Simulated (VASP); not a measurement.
Crystal: KY3Hg.

```
K Y Hg
1.0
     5.56515    0.00000    0.00000
     0.00000    5.56515    0.00000
     0.00000    0.00000    5.30749
K Y Hg
1 3 1
Direct
  0.50000 0.50000 0.00000
  0.00000 0.50000 0.00000
  0.50000 0.00000 0.00000
  0.00000 0.00000 0.00000
  0.50000 0.50000 0.50000
```

The cell was generated, and may not be a known phase.

* Program: VASP 6.6.1
* Task: relaxation of cell and atoms
* Functional: PBE
* Potentials or basis: VASP PAW PBE potentials, release 64 (K_sv, Y_sv, Hg)
* Cutoff: 600 eV
* k mesh: 4 × 4 × 4
* Occupations: gaussian, width 0.1 eV
* Spin: no spin polarisation

At the start: pressure 10.0 GPa; volume 32.88 Å³/atom.

Task: How do energy, volume and symmetry change on relaxing?

Result: Over 11 steps the energy falls by 462.0 meV/atom and the volume is 51.56 Å³/atom (+56.8 %); space group P4/mmm (No. 123, to 0.1 Å) before and after.

Step by step:
```
step  energy change (eV)  largest force (eV/Å)  pressure (GPa)  volume (Å³)
   1              0.0000                0.0000           10.05       164.38
   2             -2.0401                0.0000            2.16       218.04
   3             -2.2619                0.0000            0.62       239.80
   4             -2.2739                0.0000            0.25       246.39
   5             -2.2740                0.0000            0.12       248.24
   6             -2.2973                0.0000            0.11       251.64
   7             -2.3080                0.0000            0.07       254.79
   8             -2.3038                0.0000            0.03       261.03
   9             -2.3101                0.0000            0.13       257.12
  10             -2.3079                0.0000            0.01       259.36
  11             -2.3098                0.0000            0.07       257.80
```

Final structure:
```cif
data_structure
_symmetry_space_group_name_H-M 'P 1'
_symmetry_Int_Tables_number 1
_cell_length_a 6.5912
_cell_length_b 6.5912
_cell_length_c 5.9341
_cell_angle_alpha 90.000
_cell_angle_beta 90.000
_cell_angle_gamma 90.000
_cell_volume 257.80
loop_
_atom_site_label
_atom_site_type_symbol
_atom_site_fract_x
_atom_site_fract_y
_atom_site_fract_z
_atom_site_occupancy
K1 K 0.50000 0.50000 0.00000 1
Y1 Y 0.00000 0.50000 0.00000 1
Y2 Y 0.50000 0.00000 0.00000 1
Y3 Y 0.00000 0.00000 0.00000 1
Hg1 Hg 0.50000 0.50000 0.50000 1
```

Caveat: the volume moved by over 15 % at a fixed basis, so the end points are rough.
